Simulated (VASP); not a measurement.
Runs of VASP 6.6.1 on TaNbSb3. The structure is that of space group Pm-3m (No. 221), or close to it. The cells are those of the table. 

```tsv
task	cell	k mesh	cutoff (eV)	gap on the mesh (eV)	pressure (GPa)	relaxed volume (Å³/atom)
relaxation of cell and atoms	relaxed from a = 4.793 Å, 5 atoms	4 × 4 × 4	600	none	0.0	29.47
single point	a = 5.289 Å, 5 atoms	8 × 8 × 8	520	none	(a)	-
single point	a = 5.276 Å, 5 atoms	4 × 4 × 4	520	none	0.2	-
relaxation of cell and atoms	relaxed from a = 5.276 Å, 5 atoms	8 × 8 × 8	600	none	0.0	29.55
single point	a = 4.793 Å, 5 atoms	4 × 4 × 4	520	none	(b)	-
```

Alike in all rows: level PBE; potentials or basis VASP PAW PBE potentials, release 64 (Ta_pv, Nb_sv, Sb); no spin polarisation; smearing gaussian 0.1 eV.

Fill in the values left out.

(a) -0.1; (b) 37.5.

Caveats: spin-orbit coupling is left out, which moves the levels of the heavy elements; the volume moved by over 15 % at a fixed basis, so the end points are rough (some runs).

A k mesh can miss the band edges, and the runs leave out spin-orbit coupling on Nb, Sb, Ta.

A gap of «none» marks levels without a gap at the run's occupations.
